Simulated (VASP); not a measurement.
PtSe: single point with PBEsol

Crystal: PtSe.

```
Pt Se
1.0
     0.00000    2.60589    2.60589
     2.60589    0.00000    2.60589
     2.60589    2.60589    0.00000
Pt Se
1 1
Direct
  0.50000 0.50000 0.50000
  0.00959 0.00959 0.99041
```

This cell differs from its parent crystal: atom 2 (Se) moved 0.05 Å along z.

* Program: VASP 6.6.1
* Task: single point
* Functional: PBEsol
* Potentials or basis: VASP PAW PBE potentials, release 64 (Pt, Se)
* Cutoff: 520 eV
* k mesh: 10 × 10 × 10
* Occupations: gaussian, width 0.05 eV
* Spin: collinear spin
* Starting moments: [0.05, 0.0] μB

The pressure is 0.2 GPa and the largest force is 0.284 eV/Å. The band gap on the k mesh is zero (filled and empty bands overlap) and the net moment is 0.00 μB per cell. The valence electrons inside the program's atomic spheres are Pt 9.27; Se 3.77.

Forces on the atoms (eV/Å):
```
Pt   0.000  0.000  0.284
Se   0.000  0.000 -0.284
```

Stress tensor (GPa, compression positive):
```
0.03 0.00 0.00
0.00 0.03 0.00
0.00 0.00 0.51
```

Levels at points of the mesh, in eV from the Fermi level:
Spin up:
```tsv
k point	band 5	band 6	band 7	band 8	band 9	band 10	band 11	band 12
(0.00, 0.00, 0.00)	-3.37	-3.35	-1.50	-1.50	-1.46	1.52	9.50	11.60
(0.50, 0.00, 0.00)	-2.27	-2.27	-1.76	2.89	3.08	3.31	6.17	6.18
(0.50, 0.50, 0.00)	-3.34	-2.82	-1.90	-1.90	-1.32	0.12	8.53	11.67
(0.00, 0.50, 0.50)	-3.29	-2.75	-1.90	-1.89	-1.30	0.11	8.52	11.65
```
Spin down:
| k point | band 5 | band 6 | band 7 | band 8 | band 9 | band 10 | band 11 | band 12 |
| --- | --- | --- | --- | --- | --- | --- | --- | --- |
| (0.00, 0.00, 0.00) | -3.37 | -3.35 | -1.50 | -1.50 | -1.46 | 1.52 | 9.50 | 11.60 |
| (0.50, 0.00, 0.00) | -2.27 | -2.27 | -1.76 | 2.89 | 3.08 | 3.31 | 6.17 | 6.18 |
| (0.50, 0.50, 0.00) | -3.34 | -2.82 | -1.89 | -1.89 | -1.32 | 0.12 | 8.53 | 11.67 |
| (0.00, 0.50, 0.50) | -3.29 | -2.75 | -1.89 | -1.89 | -1.30 | 0.11 | 8.52 | 11.65 |

It took 65 s on 1 thread of Intel(R) Xeon(R) Platinum 8488C (Sapphire Rapids) (shared host), peak memory 0.25 GiB.

Caveat: the cell differs from its parent crystal (atom 2 (Se) moved 0.05 Å along z); the PAW data sets were made with another functional, which shifts forces and pressure a little; spin-orbit coupling is left out, which moves the levels of the heavy elements.
